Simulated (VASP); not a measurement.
The system is SrTaO2.

```
Sr Ta O
1.0
     3.85000    0.00000    0.00000
     0.00000    3.85000    0.00000
     0.00000    0.00000   16.40000
Sr Ta O
4 4 8
Cartesian
  1.9250 0.0000 9.7580
  1.9250 0.0000 13.5300
  0.0000 1.9250 6.6420
  0.0000 1.9250 2.8700
  0.0000 1.9250 11.5948
  0.0000 1.9250 15.7440
  1.9250 0.0000 4.8052
  1.9250 0.0000 0.6560
  1.9250 1.9250 11.5948
  0.0000 0.0000 11.5948
  0.0000 1.9250 13.6448
  0.0000 1.9250 9.5448
  1.9250 1.9250 4.8052
  0.0000 0.0000 4.8052
  1.9250 0.0000 2.7552
  1.9250 0.0000 6.8552
```

| Quantity | Value |
| --- | --- |
| Program | VASP 6.6.1 |
| Task | relaxation of cell and atoms |
| Functional | PBE |
| Potentials or basis | VASP PAW PBE potentials, release 64 (Sr_sv, Ta_pv, O) |
| Cutoff | 600 eV |
| k mesh | 4 × 4 × 1 |
| Occupations | gaussian, width 0.2 eV |
| Spin | no spin polarisation |

At the start: pressure 9.5 GPa; volume 15.19 Å³/atom.

**Question.** How do energy, volume and symmetry change on relaxing?

**Answer.** Over 17 steps the energy falls by 93.7 meV/atom and the volume is 15.65 Å³/atom (+3.0 %); space group P4/nmm (No. 129, to 0.1 Å) before and after.

Step by step:
```csv
step,energy change (eV),largest force (eV/Å),pressure (GPa),volume (Å³)
1,0.0000,1.8584,9.48,243.09
2,-0.3836,0.5772,-10.15,275.94
3,-0.8264,1.1200,-3.15,261.17
4,-1.2379,0.6044,-1.82,256.41
5,-1.3178,0.8546,-0.47,253.14
6,-1.3193,0.8246,-0.66,253.55
7,-1.4152,0.4204,0.40,250.04
8,-1.4204,0.5579,0.79,249.01
9,-1.4585,0.3667,-0.46,250.41
10,-1.4587,0.3422,-0.38,250.31
11,-1.4752,0.2023,0.29,249.30
12,-1.4761,0.1650,0.49,249.02
13,-1.4849,0.1463,-0.24,250.39
14,-1.4850,0.1692,-0.33,250.55
15,-1.4934,0.1222,-0.07,250.15
16,-1.4962,0.1075,0.19,249.77
17,-1.4993,0.0357,-0.27,250.43
```

Final structure:
```
Sr Ta O
1.0
     3.95627    0.00000    0.00000
     0.00000    3.95627    0.00000
     0.00000    0.00000   15.99980
Sr Ta O
4 4 8
Direct
  0.50000 0.00000 0.58207
  0.50000 0.00000 0.83144
  0.00000 0.50000 0.41793
  0.00000 0.50000 0.16856
  0.00000 0.50000 0.70495
  0.00000 0.50000 0.96910
  0.50000 0.00000 0.29505
  0.50000 0.00000 0.03090
  0.50000 0.50000 0.70121
  0.00000 0.00000 0.70121
  0.00000 0.50000 0.83177
  0.00000 0.50000 0.57186
  0.50000 0.50000 0.29879
  0.00000 0.00000 0.29879
  0.50000 0.00000 0.16823
  0.50000 0.00000 0.42814
```

Caveat: the k points lie up to 0.40 Å⁻¹ apart in the final cell; the relaxation stopped at a loose force limit of 0.08 eV/Å, so its end isn't a converged minimum.
